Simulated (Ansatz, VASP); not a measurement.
## Two plane-wave programs on BP

```xyz
16
Lattice="6.1974 0.0000 0.0000 0.0000 6.3488 0.0000 0.0000 0.0000 5.6114" Properties=species:S:1:pos:R:3 pbc="T T T"
B     5.1927    0.8925    2.3846
B     5.1927    5.4562    5.1903
B     1.0048    5.4562    3.2268
B     1.0048    0.8925    0.4211
B     4.1035    2.2819    5.1903
B     2.0940    4.0669    0.4211
B     4.1035    4.0669    2.3846
B     2.0940    2.2819    3.2268
P     1.0109    5.4410    5.2156
P     5.1865    0.9078    0.3958
P     1.0109    0.9078    2.4099
P     5.1865    5.4410    3.2015
P     2.0878    4.0822    2.4099
P     2.0878    2.2666    5.2156
P     4.1096    2.2666    3.2015
P     4.1096    4.0822    0.3958
```

Alike in both runs: functional PBE; k mesh 6 × 4 × 6; occupations gaussian, width 0.02 eV; no spin polarisation.

Ansatz relaxed the structure, and its values are those at the end. VASP's run is a single point on that final structure, the one shown.

|  | VASP | Ansatz |
| --- | --- | --- |
| version | VASP 6.6.1 | Ansatz 0.2.0 |
| potentials or method | VASP PAW PBE potentials, release 64 (B, P), cutoff 520 eV | scalar-relativistic, plane waves, PAW |
| valence electrons in the cell | 64 | 64 |

```csv
,VASP,Ansatz,Ansatz less VASP
gap on the k mesh at the Fermi level (eV),1.29,1.29,+0.006
least direct gap on the mesh (eV),1.32,1.33,+0.007
pressure (GPa),-0.2,0.0,+0.18
```

With one functional, cell and mesh, what is left measures potentials, basis and numerics.
